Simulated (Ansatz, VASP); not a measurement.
Two plane-wave programs on TiHg3Sb2

```
CELL_PARAMETERS angstrom
4.52682 0.00000 0.00000
-2.26341 3.92034 0.00000
0.00000 0.00000 9.02005
ATOMIC_POSITIONS crystal
Ti 0.00000 0.00000 0.00000
Hg 0.00000 0.00000 0.50000
Hg 0.33333 0.66667 0.13052
Hg 0.66667 0.33333 0.86948
Sb 0.33333 0.66667 0.73738
Sb 0.66667 0.33333 0.26262
```

Change from the starting cell: species swapped into the Sn3Te2Se type (P-3m1, No. 164).

Alike in both runs: functional PBE; k mesh 6 × 6 × 2; occupations gaussian, width 0.1 eV; no spin polarisation.

Ansatz relaxed the structure, and its values are those at the end. VASP's run is a single point on that final structure, the one shown.

```csv
,VASP,Ansatz
version,VASP 6.6.1,Ansatz 0.2.0
potentials or method,"VASP PAW PBE potentials, release 64 (Ti_sv, Hg, Sb), cutoff 520 eV","scalar-relativistic, plane waves, PAW"
valence electrons in the cell,58,102
```

|  | VASP | Ansatz | Ansatz less VASP |
| --- | --- | --- | --- |
| gap on the k mesh at the Fermi level (eV) | none | none | - |
| pressure (GPa) | 0.2 | 0.1 | -0.09 |
| rms of the force components (eV/Å) | 0.013 | 0.011 | -0.0018 |

A gap of «none» marks a metal or a gap that the smearing closes. With one functional, cell and mesh, what is left measures potentials, basis and numerics. VASP's potentials hold 58 valence electrons a cell and Ansatz's 102, so a difference there can come from the potentials and not from the codes.

Neither program's run includes spin-orbit coupling.
